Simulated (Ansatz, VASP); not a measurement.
## SnSe in VASP and in Ansatz

Contents of INCAR:

```
SYSTEM = SnSe
PREC     = Accurate       ! precision mode
ENCUT    = 520            ! plane-wave cutoff, eV
EDIFF    = 1E-6           ! SCF threshold, eV
ISMEAR   = -1             ! smearing method
SIGMA    = 0.05           ! smearing width, eV
LREAL    = .FALSE.        ! projectors in reciprocal space
LASPH    = .TRUE.         ! aspherical terms in the spheres
NELM     = 150            ! most SCF steps
ALGO     = Normal         ! electronic algorithm
ISIF     = 2              ! what is computed and relaxed
LWAVE    = .FALSE.        ! write WAVECAR
LCHARG   = .FALSE.        ! write CHGCAR
ISPIN    = 2              ! spin polarisation
MAGMOM   = -0.17 0        ! initial moments
LORBIT   = 11             ! projections on sites
GGA      = PS             ! functional
NBANDS   = 21             ! bands
```

File KPOINTS:

```
regular mesh
0
G
  6 6 6
  0 0 0
```

POSCAR

```
SnSe
1.0
    0.0088070000      3.0377290000      3.0393110000
    2.9680140000      0.0010730000      3.0470450000
    2.9569510000      3.0344000000      0.0121360000
Sn Se
1 1
Direct
    0.0000000000      0.0000000000      0.0000000000
    0.5000000000      0.5000000000      0.5000000000
```

The input input.yaml:

```yaml
crystal:
  lattice:
    - [0.008807, 3.037729, 3.039311]
    - [2.968014, 0.001073, 3.047045]
    - [2.956951, 3.0344, 0.012136]
  atoms:
    - { symbol: Sn, position: [0.0, 0.0, 0.0], spin: -0.17 }
    - { symbol: Se, position: [0.5, 0.5, 0.5] }
hamiltonian:
  xc: pbesol
  pseudopotentials: { kind: paw }
magnetization:
  spin_polarized: true
kpoints:
  mp_grid: { grid: [6, 6, 6] }
scf:
  occupations: { method: fermi_dirac, width: 0.05 }
output:
  forces: true
  stress: true
  eigenvalues: true
  write_density: true
  write_potential: true
  elf: true
  volumetric_format: npy
```

Change from the starting cell: cell strained at random at fixed volume.

Alike in both runs: functional PBEsol; k mesh 6 × 6 × 6; occupations fermi-dirac, width 0.05 eV; collinear spin.

|  | VASP | Ansatz |
| --- | --- | --- |
| version | VASP 6.6.1 | Ansatz 0.2.0 |
| potentials or method | VASP PAW PBE potentials, release 64 (Sn_d, Se) | Ansatz PAW |
| plane-wave cutoff (eV) | 520 | 420 |
| valence electrons in the cell | 20 | 30 |
| task | single point | electron localisation function |

Ansatz gave:

* gap on the k mesh at the Fermi level (eV): 0.62
* least direct gap on the mesh (eV): 0.66
* pressure (GPa): -2.2
* traceless stress, the component that is largest in VASP (GPa): 2.06
* net moment per atom (μB): 0.00

What did VASP give for the same quantities?

gap on the k mesh at the Fermi level (eV): 0.62; least direct gap on the mesh (eV): 0.66; pressure (GPa): -2.1; traceless stress, the component that is largest in VASP (GPa): 2.07; net moment per atom (μB): 0.00.

VASP's potentials were made for PBE, not for PBEsol. VASP's potentials hold 20 valence electrons a cell and Ansatz's 30, so a difference there can come from the potentials and not from the codes.
